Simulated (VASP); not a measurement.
# Ta (P6_3/mmc) in VASP: settings compared

Ta is run at these levels: RPBE, LDA, RPBE+D3(BJ); tasks: single point.

Program: VASP 6.6.1. These are calculated values, not measurements. Logs are shortened: lines on timing, memory, paths and dates and some standing lists are left out, and cuts for length are marked.

## (1) The cell of the first run

The structure is hexagonal, space group P6_3/mmc (No. 194). Conventional cell: a = 2.900 Å, b = 2.900 Å, c = 5.166 Å, α = 90.00°, β = 90.00°, γ = 120.00°. Ta (site symmetry -6m2) has 12 Ta at 2.90 to 3.08 Å within 3.8 Å.

## (2) Single point, RPBE

INCAR reads:

```
SYSTEM = Ta
PREC = Accurate
ENCUT = 520
EDIFF = 1E-7
ISMEAR = 0
SIGMA = 0.02
LREAL = .FALSE.
LASPH = .TRUE.
NELM = 80
ALGO = Normal
ISIF = 2
LWAVE = .FALSE.
LCHARG = .TRUE.
GGA = RP
LELF = .TRUE.
LVHAR = .TRUE.
NBANDS = 18
```

KPOINTS reads:

```
regular mesh
0
G
  11 11 5
  0 0 0
```

POSCAR reads:

```
Ta
1.0
    2.9003720726      0.0000000000      0.0000000000
   -1.4501860363      2.5117958953      0.0000000000
    0.0000000000      0.0000000000      5.1662740000
Ta
2
Direct
    0.3333333333      0.6666666667      0.2500000000
    0.6666666667      0.3333333333      0.7500000000
```

Potentials or basis: VASP PAW PBE potentials, release 64 (Ta_pv).

Run with:

```bash
cat potpaw_PBE.64/Ta_pv/POTCAR > POTCAR
mpirun -np 1 vasp_std > vasp.out
```

OUTCAR:

```text
SYSTEM = Ta
   PREC = Accurate
   ENCUT = 520
   EDIFF = 1E-7
   ISMEAR = 0
   LREAL = .FALSE.
   LASPH = .TRUE.
   NELM = 80
   ISIF = 2
   GGA = RP

 ion  position               nearest neighbor table
   1  0.333  0.667  0.250-   2 3.08   2 3.08   2 3.08   2 3.08   2 3.08   2 3.08
   2  0.667  0.333  0.750-   1 3.08   1 3.08   1 3.08   1 3.08   1 3.08   1 3.08

  LATTYP: Found a hexagonal cell.
 ALAT       =     2.9003720726
 C/A-ratio  =     1.7812452577

  Lattice vectors:

 A1 = (   2.9003720726,   0.0000000000,   0.0000000000)
 A2 = (  -1.4501860363,   2.5117958953,   0.0000000000)
 A3 = (   0.0000000000,   0.0000000000,   5.1662740000)

Analysis of symmetry for initial positions (statically):
=====================================================================
 Subroutine PRICEL returns:
 Original cell was already a primitive cell.

 Routine SETGRP: Setting up the symmetry group for a
 hexagonal supercell.

 Subroutine GETGRP returns: Found 24 space group operations
 (whereof 12 operations were pure point group operations)
 out of a pool of 24 trial point group operations.

The static configuration has the point symmetry D_3d.
 The point group associated with its full space group is D_6h.

Analysis of symmetry for dynamics (positions and initial velocities):
=====================================================================
 Subroutine PRICEL returns:
 Original cell was already a primitive cell.

 Routine SETGRP: Setting up the symmetry group for a
 hexagonal supercell.

 Subroutine GETGRP returns: Found 24 space group operations
 (whereof 12 operations were pure point group operations)
 out of a pool of 24 trial point group operations.

The dynamic configuration has the point symmetry D_3d.
 The point group associated with its full space group is D_6h.

 Subroutine INISYM returns: Found 24 space group operations
 (whereof 12 operations are pure point group operations),
 and found     1 'primitive' translations

----------------------------------------------------------------------------------------

                                     Primitive cell

  volume of cell :      37.6370

  direct lattice vectors                    reciprocal lattice vectors
     2.900372073  0.000000000  0.000000000     0.344783350  0.199060760  0.000000000
    -1.450186036  2.511795895  0.000000000     0.000000000  0.398121520  0.000000000
     0.000000000  0.000000000  5.166274000     0.000000000  0.000000000  0.193563098

  length of vectors
     2.900372073  2.900372073  5.166274000     0.398121520  0.398121520  0.193563098

[... 81 lines left out ...]
   LREAL  =      F    real-space projection
   EDIFFG = 0.1E-05   stopping-criterion for IOM
   NSW    =      0    number of steps for IOM
   IBRION =     -1    ionic relax: 0-MD 1-quasi-New 2-CG
   NFREE  =      0    steps in history (QN), initial steepest desc. (CG)
   ISIF   =      2    stress and relaxation
   ISYM   =      2    0-nonsym 1-usesym 2-fastsym
   POTIM  = 0.5000    time-step for ionic-motion
   TEBEG  =    0.0;   TEEND  =   0.0 temperature during run
   PSTRESS=    0.0 pullay stress
   NELECT =      22.0000    total number of electrons
   NUPDOWN=      -1.0000    fix difference up-down
   EMIN   =  10.00;   EMAX   =-10.00  energy-range for DOS
   EFERMI =   0.00;   METHOD = LEGACY
   ISMEAR =     0;   SIGMA  =   0.02  broadening in eV -4-tet -1-fermi 0-gaus
   EFERMI_NEDOS =   21; number of points for ismear=-14 and -15
   IALGO  =     38    algorithm
   IMIX   =      4    mixing-type and parameters
     AMIX     =   0.40;   BMIX     =  1.00
     AMIX_MAG =   1.60;   BMIX_MAG =  1.00
  volume/ion in A,a.u.               =      18.82       126.99
  Fermi-wavevector in a.u.,A,eV,Ry     =   1.368812  2.586680 25.492516  1.873647
  Thomas-Fermi vector in A             =   2.494743
   LORBIT       =      0    0 simple, 1 ext, 2 COOP (PROOUT), +10 PAW based schemes
   GGA     = RP    functional components
   LHFCALC =     F    Hartree Fock is set to
   AEXX    =    0.0000 exact exchange contribution
   IVDW    =     0    specifies the selected vdW correction
   LEPSILON=     F    determine dielectric tensor
   LRPA    =     F    only Hartree local field effects (RPA)
 non-spin polarized calculation
 Gauss-broadening in eV      SIGMA  =   0.02
  energy-cutoff  :      520.00
  volume of cell :       37.64
 maximum number of plane-waves:      1039
 NGX is ok and might be reduce to    24
   NGX = 11   NGY = 11   NGZ = 19

 number of electron      22.0000003 magnetization

 Free energy of the ion-electron system (eV)
  ---------------------------------------------------
  ext. energy  EPLUGINS =         0.00000000
  ---------------------------------------------------
  free energy    TOTEN  =       -22.09120107 eV

  energy without entropy =      -22.09037043  energy(sigma->0) =      -22.09078575

 E-fermi :   5.7143     XC(G=0): -12.3260

 val. band max:        5.7049729614   @ k =   0.2727   0.0909   0.4000
 cond. band min:       5.7156226624   @ k =   0.2727   0.1818   0.2000
 fundamental gap:      0.0106497010
 Fermi energy:         5.7143473801

 k-point     1 :       0.0000    0.0000    0.0000
  band No.  band energies     occupation
      1     -28.9294      2.00000
      2     -28.1250      2.00000
      3     -28.0045      2.00000
      4     -28.0045      2.00000
      5     -27.9234      2.00000
      6     -27.9234      2.00000
[... 481 lines left out ...]
      5     -28.1237      2.00000
      6     -28.0532      2.00000
[... 10 lines left out ...]
     17      10.7117      0.00000
     18      12.3521      0.00000

 [... further k-points ...]

------------------------ aborting loop because EDIFF is reached ----------------------------------------

  FORCE on cell =-STRESS in cart. coord.  units (eV):
  Direction    XX          YY          ZZ          XY          YZ          ZX
  --------------------------------------------------------------------------------------
  -------------------------------------------------------------------------------------
  Total        0.4204081      0.4204081      0.7016762     -0.0000000     -0.0000000      0.0000000
  in kB       17.8964213     17.8964213     29.8697646     -0.0000000     -0.0000000      0.0000000
  external PRESSURE =      21.8875357 kB  Pullay stress =       0.0000000 kB

 VOLUME and BASIS-vectors are now :
 -----------------------------------------------------------------------------
  energy-cutoff  :      520.00
  volume of cell :       37.64
      direct lattice vectors                 reciprocal lattice vectors
     2.900372073  0.000000000  0.000000000     0.344783350  0.199060760  0.000000000
    -1.450186036  2.511795895  0.000000000     0.000000000  0.398121520  0.000000000
     0.000000000  0.000000000  5.166274000     0.000000000  0.000000000  0.193563098

 POSITION                                       TOTAL-FORCE (eV/Angst)
 -----------------------------------------------------------------------------------
     -0.00000      1.67453      1.29157         0.000000      0.000000      0.000000
      1.45019      0.83727      3.87471        -0.000000     -0.000000      0.000000
 -----------------------------------------------------------------------------------
    total drift:                               -0.000000      0.000000     -0.000000

  FREE ENERGIE OF THE ION-ELECTRON SYSTEM (eV)
  ---------------------------------------------------
  free  energy   TOTEN  =       -22.0912010684 eV

  energy  without entropy=      -22.0903704253  energy(sigma->0) =      -22.09078575
```

Wall time 55 s (1 thread of AMD EPYC 7R13, shared host); peak memory 0.14 GiB.

What came out:

```
Free energy            : -22.0912 eV
Pressure               : 2.2 GPa
Band gap on the k mesh : zero (band 11 reaches 6.55 eV, above the bottom of band 12 at 5.12 eV)
```

Caveat: the PAW data sets were made with another functional, which shifts forces and pressure a little; spin-orbit coupling is left out, which moves the levels of the heavy elements.

## (3) Single point, LDA

INCAR reads:

```
PREC = Accurate
ENCUT = 520
EDIFF = 1E-7
ISMEAR = 0
SIGMA = 0.1
LREAL = F
LASPH = T
NELM = 60
ALGO = Normal
ISIF = 2
LWAVE = F
LCHARG = F
NBANDS = 18
```

KPOINTS reads:

```
Automatic mesh
0
Gamma
  11 11 5
```

POSCAR is that of step 2.

Potentials or basis: VASP PAW LDA potentials, release 64 (Ta_pv).

Run with:

```bash
cat potpaw_LDA.64/Ta_pv/POTCAR > POTCAR
mpirun -np 1 vasp_std > vasp.out
```

OUTCAR:

```text
PREC = Accurate
   ENCUT = 520
   EDIFF = 1E-7
   ISMEAR = 0
   LREAL = F
   LASPH = T
   NELM = 60
   ISIF = 2

 ion  position               nearest neighbor table
   1  0.333  0.667  0.250-   2 3.08   2 3.08   2 3.08   2 3.08   2 3.08   2 3.08
   2  0.667  0.333  0.750-   1 3.08   1 3.08   1 3.08   1 3.08   1 3.08   1 3.08

  LATTYP: Found a hexagonal cell.
 ALAT       =     2.9003720726
 C/A-ratio  =     1.7812452577

  Lattice vectors:

 A1 = (   2.9003720726,   0.0000000000,   0.0000000000)
 A2 = (  -1.4501860363,   2.5117958953,   0.0000000000)
 A3 = (   0.0000000000,   0.0000000000,   5.1662740000)

Analysis of symmetry for initial positions (statically):
=====================================================================
 Subroutine PRICEL returns:
 Original cell was already a primitive cell.

 Routine SETGRP: Setting up the symmetry group for a
 hexagonal supercell.

 Subroutine GETGRP returns: Found 24 space group operations
 (whereof 12 operations were pure point group operations)
 out of a pool of 24 trial point group operations.

The static configuration has the point symmetry D_3d.
 The point group associated with its full space group is D_6h.

Analysis of symmetry for dynamics (positions and initial velocities):
=====================================================================
 Subroutine PRICEL returns:
 Original cell was already a primitive cell.

 Routine SETGRP: Setting up the symmetry group for a
 hexagonal supercell.

 Subroutine GETGRP returns: Found 24 space group operations
 (whereof 12 operations were pure point group operations)
 out of a pool of 24 trial point group operations.

[... 113 lines left out ...]
   NUPDOWN=      -1.0000    fix difference up-down
   EMIN   =  10.00;   EMAX   =-10.00  energy-range for DOS
   EFERMI =   0.00;   METHOD = LEGACY
   ISMEAR =     0;   SIGMA  =   0.10  broadening in eV -4-tet -1-fermi 0-gaus
   EFERMI_NEDOS =   21; number of points for ismear=-14 and -15
   IALGO  =     38    algorithm
   IMIX   =      4    mixing-type and parameters
     AMIX     =   0.40;   BMIX     =  1.00
     AMIX_MAG =   1.60;   BMIX_MAG =  1.00
  volume/ion in A,a.u.               =      18.82       126.99
  Fermi-wavevector in a.u.,A,eV,Ry     =   1.368812  2.586680 25.492516  1.873647
  Thomas-Fermi vector in A             =   2.494743
   LORBIT       =      0    0 simple, 1 ext, 2 COOP (PROOUT), +10 PAW based schemes
   GGA     = CA    functional components
   LHFCALC =     F    Hartree Fock is set to
   AEXX    =    0.0000 exact exchange contribution
   IVDW    =     0    specifies the selected vdW correction
   LEPSILON=     F    determine dielectric tensor
   LRPA    =     F    only Hartree local field effects (RPA)
 non-spin polarized calculation
 Gauss-broadening in eV      SIGMA  =   0.10
  energy-cutoff  :      520.00
  volume of cell :       37.64
 maximum number of plane-waves:      1039
 NGX is ok and might be reduce to    24
   NGX = 11   NGY = 11   NGZ = 19

 number of electron      22.0000003 magnetization

 Free energy of the ion-electron system (eV)
  ---------------------------------------------------
  ext. energy  EPLUGINS =         0.00000000
  ---------------------------------------------------
  free energy    TOTEN  =       -24.98565103 eV

  energy without entropy =      -24.97402402  energy(sigma->0) =      -24.97983753

 E-fermi :   5.4854     XC(G=0): -12.5620

 val. band max:        5.4641251073   @ k =   0.3636  -0.0000   0.0000
 cond. band min:       5.4897333532   @ k =   0.0000   0.0000   0.0000
 fundamental gap:      0.0256082459
 Fermi energy:         5.4853667334

 k-point     1 :       0.0000    0.0000    0.0000
  band No.  band energies     occupation
      1     -28.9387      2.00000
      2     -28.1128      2.00000
      3     -27.9972      2.00000
      4     -27.9972      2.00000
      5     -27.9138      2.00000
      6     -27.9138      2.00000
[... 481 lines left out ...]
      5     -28.1185      2.00000
      6     -28.0470      2.00000
[... 10 lines left out ...]
     17      10.4094      0.00000
     18      12.0885      0.00000

 [... further k-points ...]

------------------------ aborting loop because EDIFF is reached ----------------------------------------

  FORCE on cell =-STRESS in cart. coord.  units (eV):
  Direction    XX          YY          ZZ          XY          YZ          ZX
  --------------------------------------------------------------------------------------
  -------------------------------------------------------------------------------------
  Total       -2.9187649     -2.9187649     -2.1743140      0.0000000      0.0000000      0.0000000
  in kB     -124.2493705   -124.2493705    -92.5587207      0.0000000      0.0000000      0.0000000
  external PRESSURE =    -113.6858206 kB  Pullay stress =       0.0000000 kB

 VOLUME and BASIS-vectors are now :
 -----------------------------------------------------------------------------
  energy-cutoff  :      520.00
  volume of cell :       37.64
      direct lattice vectors                 reciprocal lattice vectors
     2.900372073  0.000000000  0.000000000     0.344783350  0.199060760  0.000000000
    -1.450186036  2.511795895  0.000000000     0.000000000  0.398121520  0.000000000
     0.000000000  0.000000000  5.166274000     0.000000000  0.000000000  0.193563098

 POSITION                                       TOTAL-FORCE (eV/Angst)
 -----------------------------------------------------------------------------------
     -0.00000      1.67453      1.29157         0.000000     -0.000000      0.000000
      1.45019      0.83727      3.87471        -0.000000      0.000000      0.000000
 -----------------------------------------------------------------------------------
    total drift:                               -0.000000      0.000000     -0.000000

  FREE ENERGIE OF THE ION-ELECTRON SYSTEM (eV)
  ---------------------------------------------------
  free  energy   TOTEN  =       -24.9856510339 eV

  energy  without entropy=      -24.9740240219  energy(sigma->0) =      -24.97983753
```

stdout:

```text
POSCAR found type information on POSCAR Ta
 POSCAR found :  1 types and       2 ions
 scaLAPACK will be used
 LDA part: xc-table for (Slater(with rela. corr.)+CA(PZ))
 , standard interpolation
 POSCAR, INCAR and KPOINTS ok, starting setup
 FFT: planning ... GRIDC
 FFT: planning ... GRID_SOFT
 FFT: planning ... GRID
 WAVECAR not read
 entering main loop
```

Wall time 52 s (1 thread of AMD EPYC 7R13, shared host); peak memory 0.13 GiB.

Results:

```
Free energy            : -24.9857 eV
Pressure               : -11.4 GPa
Band gap on the k mesh : zero (band 11 reaches 6.44 eV, above the bottom of band 12 at 4.91 eV)
```

Caveat: spin-orbit coupling is left out, which moves the levels of the heavy elements.

## (4) Single point, RPBE+D3(BJ)

INCAR reads:

```
SYSTEM = Ta
PREC     = Accurate       ! precision mode
ENCUT    = 520            ! plane-wave cutoff, eV
EDIFF    = 1E-6           ! SCF threshold, eV
ISMEAR   = 1              ! smearing method
SIGMA    = 0.2            ! smearing width, eV
LREAL    = .False.        ! projectors in reciprocal space
LASPH    = .True.         ! aspherical terms in the spheres
NELM     = 60             ! most SCF steps
ALGO     = Fast           ! electronic algorithm
ISIF     = 2              ! what is computed and relaxed
LWAVE    = .False.        ! write WAVECAR
LCHARG   = .False.        ! write CHGCAR
GGA      = RP             ! functional
IVDW     = 12             ! dispersion correction
NBANDS   = 18             ! bands
```

KPOINTS reads:

```
Automatic mesh
0
Gamma
  11 11 5
  0 0 0
```

POSCAR is that of step 3.

Potentials or basis: VASP PAW PBE potentials, release 64 (Ta_pv).

Run with:

```bash
cat potpaw_PBE.64/Ta_pv/POTCAR > POTCAR
mpirun -np 1 vasp_std > vasp.out
```

Run time: 71 s. Hardware: 1 thread of AMD EPYC 7R13, shared host; peak memory 0.15 GiB.

Results (log left out):

```
Free energy                : -31.2687 eV
Pressure                   : -38.4 GPa
Band gap on the k mesh     : zero (band 11 reaches 6.55 eV, above the bottom of band 12 at 5.12 eV)
Dispersion energy per atom : -4.588 eV
```

Stress tensor (GPa, compression positive):
```
-37.27   0.00   0.00
  0.00 -37.27   0.00
  0.00   0.00 -40.79
```

Levels at points of the mesh, in eV from the Fermi level:
```
           k point  band 9  band 10  band 11  band 12  band 13  band 14
(0.00, 0.00, 0.00)   -0.57    -0.19     0.60     0.60     1.16     1.16
```

Caveat: the PAW data sets were made with another functional, which shifts forces and pressure a little; spin-orbit coupling is left out, which moves the levels of the heavy elements; pairwise dispersion overbinds metals, which lowers pressure and volume.

## (5) Single point, RPBE+D3(BJ) (volume scaled by 1.02)

INCAR reads:

```
SYSTEM = Ta
PREC = Accurate
ENCUT = 520
EDIFF = 1E-6
ISMEAR = 1
SIGMA = 0.2
LREAL = .False.
LASPH = .True.
NELM = 60
ALGO = Normal
ISIF = 2
LWAVE = .False.
LCHARG = .False.
GGA = RP
IVDW = 12
NBANDS = 18
```

KPOINTS reads:

```
regular mesh
0
Gamma
  11 11 5
  0 0 0
```

POSCAR reads:

```
Ta
1.0
    2.9195803945      0.0000000000      0.0000000000
   -1.4597901972      2.5284307900      0.0000000000
    0.0000000000      0.0000000000      5.2004887322
Ta
2
Direct
    0.3333333333      0.6666666667      0.2500000000
    0.6666666667      0.3333333333      0.7500000000
```

Run with:

```bash
cat potpaw_PBE.64/Ta_pv/POTCAR > POTCAR
mpirun -np 1 vasp_std > vasp.out
```

It took 41 s on 1 thread of AMD EPYC 7R13, shared host; peak memory 0.15 GiB.

It converged, with:

```
Free energy                : -31.0824 eV
Pressure                   : -41.0 GPa
Band gap on the k mesh     : zero (band 11 reaches 6.35 eV, above the bottom of band 12 at 4.95 eV)
Dispersion energy per atom : -4.494 eV
```

Stress tensor (GPa, compression positive):
```
-39.92   0.00   0.00
  0.00 -39.92   0.00
  0.00   0.00 -43.06
```

Levels at points of the mesh, in eV from the Fermi level:
| k point | band 9 | band 10 | band 11 | band 12 | band 13 | band 14 |
| --- | --- | --- | --- | --- | --- | --- |
| (0.00, 0.00, 0.00) | -0.54 | -0.23 | 0.61 | 0.61 | 1.15 | 1.15 |

Caveat: the PAW data sets were made with another functional, which shifts forces and pressure a little; spin-orbit coupling is left out, which moves the levels of the heavy elements; pairwise dispersion overbinds metals, which lowers pressure and volume.

## (6) The runs side by side

| level | potentials or basis | cell | smearing | gap on the mesh (eV) | pressure (GPa) |
| --- | --- | --- | --- | --- | --- |
| RPBE | VASP PAW PBE potentials, release 64 (Ta_pv) | a = 2.900, b = 2.900, c = 5.166 Å, angles 90.0, 90.0, 120.0°, 2 atoms | gaussian 0.02 eV | none | 2.2 |
| LDA | VASP PAW LDA potentials, release 64 (Ta_pv) | a = 2.900, b = 2.900, c = 5.166 Å, angles 90.0, 90.0, 120.0°, 2 atoms | gaussian 0.1 eV | none | -11.4 |
| RPBE+D3(BJ) | VASP PAW PBE potentials, release 64 (Ta_pv) | a = 2.900, b = 2.900, c = 5.166 Å, angles 90.0, 90.0, 120.0°, 2 atoms | methfessel-paxton 0.2 eV | none | -38.4 |
| RPBE+D3(BJ) | VASP PAW PBE potentials, release 64 (Ta_pv) | a = 2.920, b = 2.920, c = 5.200 Å, angles 90.0, 90.0, 120.0°, 2 atoms | methfessel-paxton 0.2 eV | none | -41.0 |

Alike in all rows: task single point; no spin polarisation; k mesh 11 × 11 × 5; cutoff (eV) 520.

Caveats: spin-orbit coupling is left out, which moves the levels of the heavy elements; the PAW data sets were made with another functional, which shifts forces and pressure a little (some runs); pairwise dispersion overbinds metals, which lowers pressure and volume (some runs).

Total energies depend on the potentials used, so only differences within one code and one set of settings carry meaning.
